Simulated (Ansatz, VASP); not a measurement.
**Two plane-wave programs on GaN**

File INCAR:

```
  ALGO = Normal
  EDIFF = 1E-6
  ENCUT = 520
  GGA = PE
  ISIF = 2
  ISMEAR = 0
  LASPH = T
  LCHARG = T
  LELF = T
  LREAL = F
  LVHAR = T
  LWAVE = F
  NBANDS = 26
  NELM = 100
  PREC = Accurate
  SIGMA = 0.05
```

The input KPOINTS:

```
k-points
0
Gamma
  12 12 6
```

File POSCAR:

```
GaN
1.0
    3.2184289164      0.0000000000      0.0000000000
   -1.6092144582      2.7872412019      0.0000000000
    0.0000000000      0.0000000000      5.2430304702
Ga N
2 2
Direct
    0.3333333333      0.6666666667      0.9991316875
    0.6666666667      0.3333333333      0.4991316875
    0.2655599663      0.6327799831      0.3883992734
    0.6666666667      0.3333333333      0.8758683125
```

Input for Ansatz:

```yaml
crystal:
  lattice:
    - [3.2184289164, 0.0, 0.0]
    - [-1.6092144582, 2.7872412019, 0.0]
    - [0.0, 0.0, 5.2430304702]
  atoms:
    - { symbol: Ga, position: [0.3333333333, 0.6666666667, 0.9991316875] }
    - { symbol: Ga, position: [0.6666666667, 0.3333333333, 0.4991316875] }
    - { symbol: "N", position: [0.2655599663, 0.6327799831, 0.3883992734] }
    - { symbol: "N", position: [0.6666666667, 0.3333333333, 0.8758683125] }
basis:
  ecutwfc: 420
kpoints:
  mp_grid: { grid: [12, 12, 6] }
hamiltonian:
  xc: pbe
scf:
  occupations: { method: gaussian, width: 0.05 }
output:
  forces: true
  stress: true
  eigenvalues: true
```

Alike in both runs: task single point; functional PBE; k mesh 12 × 12 × 6; occupations gaussian, width 0.05 eV; no spin polarisation.

|  | VASP | Ansatz |
| --- | --- | --- |
| version | VASP 6.6.1 | Ansatz 0.2.0 |
| potentials or method | VASP PAW PBE potentials, release 64 (Ga_d, N), cutoff 520 eV | scalar-relativistic, plane waves, PAW |
| valence electrons in the cell | 36 | 36 |

VASP gave:

| Item | Value |
| --- | --- |
| gap on the k mesh at the Fermi level (eV) | 1.62 |
| least direct gap on the mesh (eV) | 1.62 |
| pressure (GPa) | 2.8 |
| traceless stress, the component that is largest in VASP (GPa) | 6.92 |
| rms of the force components (eV/Å) | 1.535 |

Task: Which values does Ansatz return?

Result: gap on the k mesh at the Fermi level (eV): 1.62; least direct gap on the mesh (eV): 1.62; pressure (GPa): 2.8; traceless stress, the component that is largest in VASP (GPa): 7.08; rms of the force components (eV/Å): 1.565.

Atom by atom the forces differ by 0.031 eV/Å (rms over components).
